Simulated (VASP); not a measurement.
# AlN (P6_3mc) in VASP: single point with PBE

Aim: the single point of AlN with PBE.

Everything below comes from runs of VASP 6.6.1. Logs are shortened: lines on timing, memory, paths and dates and some standing lists are left out, and cuts for length are marked.

### 1 The cell of the first run

The structure is hexagonal, space group P6_3mc (No. 186). The conventional cell has a = 3.113 Å, b = 3.113 Å, c = 4.981 Å, α = 90.00°, β = 90.00°, γ = 120.00°. Within 2.5 Å of Al (site symmetry 3m) lie 4 N at 1.89 Å. N (site symmetry 3m) has 4 Al at 1.89 Å within 2.5 Å.

### 2 Single point, PBE

Contents of INCAR:

```
SYSTEM = AlN
PREC = Accurate
ENCUT = 520
EDIFF = 1E-6
ISMEAR = 0
SIGMA = 0.05
LREAL = Auto
LASPH = .TRUE.
NELM = 80
ALGO = Normal
ISIF = 2
LWAVE = .FALSE.
LCHARG = .FALSE.
GGA = PE
NBANDS = 126
```

Contents of KPOINTS:

```
regular mesh
0
G
  2 2 2
  0 0 0
```

Contents of POSCAR:

```
AlN
1.0
   -4.6695000000      2.6959370000      4.9810000000
    4.6695000000     -2.6959370000      4.9810000000
    4.6695000000      8.0878110000     -4.9810000000
Al N
24 24
Direct
    0.1666660000      0.0000000000      0.1666670000
    0.6666660000      0.5000000000      0.1666670000
    0.5000000000      0.8333340000      0.3333330000
    0.0000000000      0.3333340000      0.3333330000
    0.8333330000      0.6666670000      0.5000000000
    0.3333330000      0.1666670000      0.5000000000
    0.1666660000      0.5000000000      0.6666670000
    0.6666660000      0.0000000000      0.6666670000
    0.5000000000      0.3333340000      0.8333330000
    0.0000000000      0.8333340000      0.8333330000
    0.8333330000      0.1666670000      0.0000000000
    0.3333330000      0.6666670000      0.0000000000
    0.2500000000      0.4166660000      0.1666670000
    0.7500000000      0.9166660000      0.1666670000
    0.5833340000      0.2500000000      0.3333330000
    0.0833340000      0.7500000000      0.3333330000
    0.9166670000      0.0833330000      0.5000000000
    0.4166670000      0.5833330000      0.5000000000
    0.2500000000      0.9166660000      0.6666670000
    0.7500000000      0.4166660000      0.6666670000
    0.5833340000      0.7500000000      0.8333330000
    0.0833340000      0.2500000000      0.8333330000
    0.9166670000      0.5833330000      0.0000000000
    0.4166670000      0.0833330000      0.0000000000
    0.3566660000      0.1900000000      0.1666670000
    0.8566660000      0.6900000000      0.1666670000
    0.6900000000      0.0233340000      0.3333330000
    0.1900000000      0.5233340000      0.3333330000
    0.0233330000      0.8566670000      0.5000000000
    0.5233330000      0.3566670000      0.5000000000
    0.3566660000      0.6900000000      0.6666670000
    0.8566660000      0.1900000000      0.6666670000
    0.6900000000      0.5233340000      0.8333330000
    0.1900000000      0.0233340000      0.8333330000
    0.0233330000      0.3566670000      0.0000000000
    0.5233330000      0.8566670000      0.0000000000
    0.4400000000      0.6066660000      0.1666670000
    0.9400000000      0.1066660000      0.1666670000
    0.7733340000      0.4400000000      0.3333330000
    0.2733340000      0.9400000000      0.3333330000
    0.1066670000      0.2733330000      0.5000000000
    0.6066670000      0.7733330000      0.5000000000
    0.4400000000      0.1066660000      0.6666670000
    0.9400000000      0.6066660000      0.6666670000
    0.7733340000      0.9400000000      0.8333330000
    0.2733340000      0.4400000000      0.8333330000
    0.1066670000      0.7733330000      0.0000000000
    0.6066670000      0.2733330000      0.0000000000
```

Potentials or basis: VASP PAW PBE potentials, release 64 (Al, N).

The run is started by

```console
$ cat potpaw_PBE.64/Al/POTCAR potpaw_PBE.64/N/POTCAR > POTCAR
$ mpirun -np 1 vasp_std > vasp.out
```

OUTCAR:

```text
SYSTEM = AlN
   PREC = Accurate
   ENCUT = 520
   EDIFF = 1E-6
   ISMEAR = 0
   LREAL = Auto
   LASPH = .TRUE.
   NELM = 80
   ISIF = 2
   GGA = PE

 ion  position               nearest neighbor table
   1  0.167  0.000  0.167-  25 1.89  38 1.89  40 1.89  47 1.89  16 3.07  14 3.07  13 3.07  23 3.07
                            15 3.07  24 3.07   6 3.11   3 3.11   4 3.11  11 3.11  12 3.11  10 3.11
   2  0.667  0.500  0.167-  26 1.89  37 1.89  39 1.89  48 1.89  15 3.07  14 3.07  13 3.07  24 3.07
                            16 3.07  23 3.07   5 3.11   4 3.11   3 3.11  12 3.11  11 3.11   9 3.11
   3  0.500  0.833  0.333-  27 1.89  40 1.89  37 1.89  42 1.89  14 3.07  15 3.07  16 3.07  17 3.07
                            13 3.07  18 3.07  12 3.11   1 3.11   2 3.11   5 3.11   6 3.11   8 3.11
   4  0.000  0.333  0.333-  28 1.89  39 1.89  38 1.89  41 1.89  13 3.07  15 3.07  16 3.07  18 3.07
                            14 3.07  17 3.07  11 3.11   2 3.11   1 3.11   6 3.11   5 3.11   7 3.11
   5  0.833  0.667  0.500-  29 1.89  42 1.89  39 1.89  44 1.89  17 3.07  18 3.07  19 3.07  15 3.07
                            20 3.07  16 3.07   2 3.11  10 3.11   7 3.11   3 3.11   4 3.11   8 3.11
   6  0.333  0.167  0.500-  30 1.89  41 1.89  40 1.89  43 1.89  17 3.07  18 3.07  20 3.07  16 3.07
                            19 3.07  15 3.07   1 3.11   9 3.11   8 3.11   4 3.11   3 3.11   7 3.11
   7  0.167  0.500  0.667-  31 1.89  44 1.89  46 1.89  41 1.89  22 3.07  20 3.07  19 3.07  17 3.07
                            21 3.07  18 3.07  12 3.11   9 3.11  10 3.11   5 3.11   6 3.11   4 3.11
   8  0.667  0.000  0.667-  32 1.89  43 1.89  45 1.89  42 1.89  21 3.07  20 3.07  19 3.07  18 3.07
                            22 3.07  17 3.07  11 3.11  10 3.11   9 3.11   6 3.11   5 3.11   3 3.11
   9  0.500  0.333  0.833-  33 1.89  46 1.89  43 1.89  48 1.89  20 3.07  21 3.07  22 3.07  23 3.07
[... 53 lines left out ...]
  47  0.107  0.773  0.000-  23 1.89  12 1.89   1 1.89  10 1.89
  48  0.607  0.273  0.000-  24 1.89  11 1.89   2 1.89   9 1.89

  LATTYP: Found a face centered orthorhombic cell.
 ALAT       =     9.9620000000
 B/A-ratio  =     1.0824882801
 C/A-ratio  =     1.8749246712

  Lattice vectors:

 A1 = (   9.3390000000,   5.3918740000,   0.0000000000)
 A2 = (   4.6695000000,   8.0878110000,   4.9810000000)
 A3 = (   4.6695000000,  -2.6959370000,   4.9810000000)

Analysis of symmetry for initial positions (statically):
=====================================================================
 Subroutine PRICEL returns following result:

  LATTYP: Found a hexagonal cell.
 ALAT       =     3.1129968160
 C/A-ratio  =     1.6000706835

  Lattice vectors:

 A1 = (   1.5565031130,  -2.6959316081,  -0.0000099620)
 A2 = (  -3.1130015565,  -0.0000026959,   0.0000049810)
 A3 = (   0.0000046695,   0.0000080878,  -4.9810149430)

  12 primitive cells build up your supercell.

 Routine SETGRP: Setting up the symmetry group for a
 face centered orthorhombic supercell.

 Subroutine GETGRP returns: Found  4 space group operations
 (whereof  2 operations were pure point group operations)
 out of a pool of  8 trial point group operations.

The static configuration has the point symmetry C_1h.
 The point group associated with its full space group is C_2v.

Analysis of symmetry for dynamics (positions and initial velocities):
=====================================================================
 Subroutine PRICEL returns following result:

  LATTYP: Found a hexagonal cell.
 ALAT       =     3.1129968160
 C/A-ratio  =     1.6000706835

  Lattice vectors:

 A1 = (   1.5565031130,  -2.6959316081,  -0.0000099620)
 A2 = (  -3.1130015565,  -0.0000026959,   0.0000049810)
 A3 = (   0.0000046695,   0.0000080878,  -4.9810149430)

  12 primitive cells build up your supercell.

 Routine SETGRP: Setting up the symmetry group for a
 face centered orthorhombic supercell.

 Subroutine GETGRP returns: Found  4 space group operations
 (whereof  2 operations were pure point group operations)
 out of a pool of  8 trial point group operations.

The dynamic configuration has the point symmetry C_1h.
 The point group associated with its full space group is C_2v.

 Subroutine INISYM returns: Found  4 space group operations
 (whereof  2 operations are pure point group operations),
 and found    12 'primitive' translations

----------------------------------------------------------------------------------------

                                     Primitive cell

  volume of cell :      41.8029

[... 20 lines left out ...]

----------------------------------------------------------------------------------------

 KPOINTS: regular mesh

Automatic generation of k-mesh.
 Grid dimensions read from file:
 generate k-points for:    2    2    2

 Generating k-lattice:

  Cartesian coordinates                     Fractional coordinates (reciprocal lattice)
    -0.026769461  0.046366069  0.050190725     0.500000000  0.000000000 -0.000000000
     0.053538923  0.000000000  0.050190725     0.000000000  0.500000000 -0.000000000
     0.026769461  0.046366069  0.000000000     0.000000000  0.000000000  0.500000000

  Length of vectors
     0.073386138  0.073386137  0.053538924

  Shift w.r.t. Gamma in fractional coordinates (k-lattice)
     0.000000000  0.000000000  0.000000000

 Subroutine IBZKPT returns following result:
 ===========================================

 Found      5 irreducible k-points:

 Following reciprocal coordinates:
            Coordinates               Weight
  0.000000  0.000000  0.000000      1.000000
  0.500000  0.000000  0.000000      4.000000
  0.500000  0.500000 -0.000000      1.000000
  0.000000  0.000000  0.500000      1.000000
  0.500000  0.500000  0.500000      1.000000
   k-points           NKPTS =      5   k-points in BZ     NKDIM =      5   number of bands    NBANDS=    126
   number of dos      NEDOS =    301   number of ions     NIONS =     48
   total plane-waves  NPLWV = 250880
   dimension x,y,z NGX =    56 NGY =   56 NGZ =   80
   dimension x,y,z NGXF=   112 NGYF=  112 NGZF=  160
   ions per type =              24  24
   NGX,Y,Z   is equivalent  to a cutoff of  12.68, 12.68, 12.57 a.u.
   NGXF,Y,Z  is equivalent  to a cutoff of  25.37, 25.37, 25.13 a.u.
 SYSTEM =  AlN
   PREC   = accura    normal or accurate (medium, high low for compatibility)
   ISTART =      0    job   : 0-new  1-cont  2-samecut
   ICHARG =      2    charge: 1-file 2-atom 10-const
   ISPIN  =      1    spin polarized calculation?
   LNONCOLLINEAR =      F non collinear calculations
   LSORBIT =      F    spin-orbit coupling
   LASPH  =      T    aspherical Exc in radial PAW
   ENCUT  =  520.0 eV  38.22 Ry    6.18 a.u.  13.65 13.65 19.68*2*pi/ulx,y,z
   NELM   =     80;   NELMIN=  2; NELMDL= -5     # of ELM steps
   EDIFF  = 0.1E-05   stopping-criterion for ELM
   LREAL  =      T    real-space projection
   EDIFFG = 0.1E-04   stopping-criterion for IOM
   NSW    =      0    number of steps for IOM
   IBRION =     -1    ionic relax: 0-MD 1-quasi-New 2-CG
   NFREE  =      0    steps in history (QN), initial steepest desc. (CG)
   ISIF   =      2    stress and relaxation
   ISYM   =      2    0-nonsym 1-usesym 2-fastsym
   POTIM  = 0.5000    time-step for ionic-motion
   TEBEG  =    0.0;   TEEND  =   0.0 temperature during run
   PSTRESS=    0.0 pullay stress
   NELECT =     192.0000    total number of electrons
   NUPDOWN=      -1.0000    fix difference up-down
   EMIN   =  10.00;   EMAX   =-10.00  energy-range for DOS
   EFERMI =   0.00;   METHOD = LEGACY
   ISMEAR =     0;   SIGMA  =   0.05  broadening in eV -4-tet -1-fermi 0-gaus
   EFERMI_NEDOS =   21; number of points for ismear=-14 and -15
   IALGO  =     38    algorithm
   IMIX   =      4    mixing-type and parameters
     AMIX     =   0.40;   BMIX     =  1.00
     AMIX_MAG =   1.60;   BMIX_MAG =  1.00
  volume/ion in A,a.u.               =      10.45        70.52
  Fermi-wavevector in a.u.,A,eV,Ry     =   1.188629  2.246183 19.222843  1.412839
  Thomas-Fermi vector in A             =   2.324754
   LORBIT       =      0    0 simple, 1 ext, 2 COOP (PROOUT), +10 PAW based schemes
   GGA     = PE    functional components
   LHFCALC =     F    Hartree Fock is set to
   AEXX    =    0.0000 exact exchange contribution
   IVDW    =     0    specifies the selected vdW correction
   LEPSILON=     F    determine dielectric tensor
   LRPA    =     F    only Hartree local field effects (RPA)
 non-spin polarized calculation
 Gauss-broadening in eV      SIGMA  =   0.05
  energy-cutoff  :      520.00
  volume of cell :      501.63
 maximum number of plane-waves:     13533
 NGX is ok and might be reduce to    56
   NGX = 27   NGY = 27   NGZ = 39

 number of electron     192.0000000 magnetization

 Free energy of the ion-electron system (eV)
  ---------------------------------------------------
  ext. energy  EPLUGINS =         0.00000000
  ---------------------------------------------------
  free energy    TOTEN  =      -357.25802682 eV

  energy without entropy =     -357.25802682  energy(sigma->0) =     -357.25802682

 E-fermi :   6.4194     XC(G=0): -10.9068

 val. band max:        6.1217379710   @ k =   0.0000   0.0000   0.0000
 cond. band min:      10.3452008965   @ k =   0.0000   0.0000   0.0000
 fundamental gap:      4.2234629256
 Fermi energy:         6.4193866298

 k-point     1 :       0.0000    0.0000    0.0000
  band No.  band energies     occupation
      1      -9.0373      2.00000
      2      -8.0654      2.00000
      3      -8.0653      2.00000
      4      -7.3427      2.00000
      5      -7.3427      2.00000
      6      -7.3427      2.00000
[... 544 lines left out ...]
    107      12.8569      0.00000
    108      12.8569      0.00000
 [bands above 108 left out]

------------------------ aborting loop because EDIFF is reached ----------------------------------------

  FORCE on cell =-STRESS in cart. coord.  units (eV):
  Direction    XX          YY          ZZ          XY          YZ          ZX
  --------------------------------------------------------------------------------------
  -------------------------------------------------------------------------------------
  Total        9.0089925      9.0295850     14.1548536      0.0178341     -0.0000000     -0.0000000
  in kB       28.7739948     28.8397655     45.2094597      0.0569607     -0.0000000     -0.0000000
  external PRESSURE =      34.2744067 kB  Pullay stress =       0.0000000 kB

 VOLUME and BASIS-vectors are now :
 -----------------------------------------------------------------------------
  energy-cutoff  :      520.00
  volume of cell :      501.63
      direct lattice vectors                 reciprocal lattice vectors
    -4.669500000  2.695937000  4.981000000    -0.053538923  0.092732137  0.100381450
     4.669500000 -2.695937000  4.981000000     0.107077846  0.000000000  0.100381450
     4.669500000  8.087811000 -4.981000000     0.053538923  0.092732137  0.000000000

 POSITION                                       TOTAL-FORCE (eV/Angst)
 -----------------------------------------------------------------------------------
      0.00000      1.79729     -0.00000         0.000129     -0.000075     -0.128180
      0.00000      1.79729      4.98100         0.000129     -0.000075     -0.128180
      3.11300      1.79729      4.98100         0.000129     -0.000075     -0.128180
      3.11300      1.79729      0.00000         0.000129     -0.000075     -0.128180
      1.55650      4.49323      4.98100         0.000129     -0.000075     -0.128180
      1.55650      4.49323      0.00000         0.000129     -0.000075     -0.128180
[... 40 lines left out ...]
      3.11300     -1.79729      4.38328        -0.000672      0.000388      0.128180
     -1.55650      0.89865      4.38328        -0.000672      0.000388      0.128180
 -----------------------------------------------------------------------------------
    total drift:                               -0.000828     -0.004051      0.018092

  FREE ENERGIE OF THE ION-ELECTRON SYSTEM (eV)
  ---------------------------------------------------
  free  energy   TOTEN  =      -357.2580268162 eV

  energy  without entropy=     -357.2580268162  energy(sigma->0) =     -357.25802682
```

It took 11 min on 1 thread of Intel Xeon Platinum 8259CL at 2.50GHz (Skylake/Cascade Lake), shared host; peak memory 0.63 GiB.

Results:

```yaml
Free_energy: -357.2580 eV
Pressure: 3.4 GPa
Largest_force: 0.128 eV/Å
Band_gap_on_the_k_mesh: 4.22 eV
```

Forces on the atoms (eV/Å):
```
Al   0.000  0.000 -0.128
Al   0.000  0.000 -0.128
Al   0.000  0.000 -0.128
Al   0.000  0.000 -0.128
Al   0.000  0.000 -0.128
Al   0.000  0.000 -0.128
Al   0.000  0.000 -0.128
Al   0.000  0.000 -0.128
Al   0.000  0.000 -0.128
Al   0.000  0.000 -0.128
Al   0.000  0.000 -0.128
Al   0.000  0.000 -0.128
Al   0.000  0.000 -0.128
Al   0.000  0.000 -0.128
Al   0.000  0.000 -0.128
Al   0.000  0.000 -0.128
Al   0.000  0.000 -0.128
Al   0.000  0.000 -0.128
Al   0.000  0.000 -0.128
Al   0.000  0.000 -0.128
Al   0.000  0.000 -0.128
Al   0.000  0.000 -0.128
Al   0.000  0.000 -0.128
Al   0.000  0.000 -0.128
N    0.001  0.000  0.128
N    0.001  0.000  0.128
N    0.001  0.000  0.128
N    0.001  0.000  0.128
N    0.001  0.000  0.128
N    0.001  0.000  0.128
N    0.001  0.000  0.128
N    0.001  0.000  0.128
N    0.001  0.000  0.128
N    0.001  0.000  0.128
N    0.001  0.000  0.128
N    0.001  0.000  0.128
N   -0.001  0.000  0.128
N   -0.001  0.000  0.128
N   -0.001  0.000  0.128
N   -0.001  0.000  0.128
N   -0.001  0.000  0.128
N   -0.001  0.000  0.128
N   -0.001  0.000  0.128
N   -0.001  0.000  0.128
N   -0.001  0.000  0.128
N   -0.001  0.000  0.128
N   -0.001  0.000  0.128
N   -0.001  0.000  0.128
```

Levels at points of the mesh, in eV from the valence-band top:
| k point | band 92 | band 93 | band 94 | band 95 | band 96 | band 97 | band 98 | band 99 | band 100 | band 101 |
| --- | --- | --- | --- | --- | --- | --- | --- | --- | --- | --- |
| (0.00, 0.00, 0.00) | -0.59 | -0.59 | -0.18 | -0.18 | 0.00 | 4.22 | 5.06 | 5.06 | 5.33 | 5.33 |
| (0.50, 0.00, 0.00) | -0.58 | -0.45 | -0.45 | -0.44 | -0.44 | 5.63 | 5.63 | 5.65 | 5.65 | 5.65 |
| (0.50, 0.50, 0.00) | -0.74 | -0.44 | -0.44 | -0.38 | -0.38 | 6.18 | 6.18 | 6.18 | 6.18 | 6.21 |
| (0.00, 0.00, 0.50) | -0.88 | -0.31 | -0.31 | -0.12 | -0.12 | 5.28 | 5.28 | 5.53 | 5.53 | 5.74 |
| (0.50, 0.50, 0.50) | -0.59 | -0.52 | -0.52 | -0.51 | -0.51 | 5.33 | 5.33 | 5.82 | 5.82 | 5.83 |

Caveat: the k points lie up to 0.46 Å⁻¹ apart.
